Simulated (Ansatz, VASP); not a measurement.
MgO: VASP beside Ansatz

```
Mg O
1.0
     3.69740    0.00000    0.00000
    -1.84870    3.20204    0.00000
     0.00000    0.00000    4.15460
Mg O
2 2
Direct
  0.66667 0.33333 0.75000
  0.33333 0.66667 0.25000
  0.66667 0.33333 0.25000
  0.33333 0.66667 0.75000
```

Alike in both runs: task single point; functional PBE; k mesh 9 × 9 × 6; occupations gaussian, width 0.05 eV; no spin polarisation.

```csv
,VASP,Ansatz
version,VASP 6.6.1,Ansatz 0.2.0
potentials or method,"VASP PAW PBE potentials, release 64 (Mg, O), cutoff 520 eV","scalar-relativistic, plane waves, PAW"
valence electrons in the cell,16,32
```

VASP gave:

| Item | Value |
| --- | --- |
| gap on the k mesh at the Fermi level (eV) | 3.01 |
| least direct gap on the mesh (eV) | 3.01 |
| pressure (GPa) | -7.5 |
| traceless stress, the component that is largest in VASP (GPa) | 4.68 |

**Question.** What did Ansatz give for the same quantities?

**Answer.** gap on the k mesh at the Fermi level (eV): 3.03; least direct gap on the mesh (eV): 3.03; pressure (GPa): -7.0; traceless stress, the component that is largest in VASP (GPa): 4.75.

With one functional, cell and mesh, what is left measures potentials, basis and numerics. VASP's potentials hold 16 valence electrons a cell and Ansatz's 32, so a difference there can come from the potentials and not from the codes.
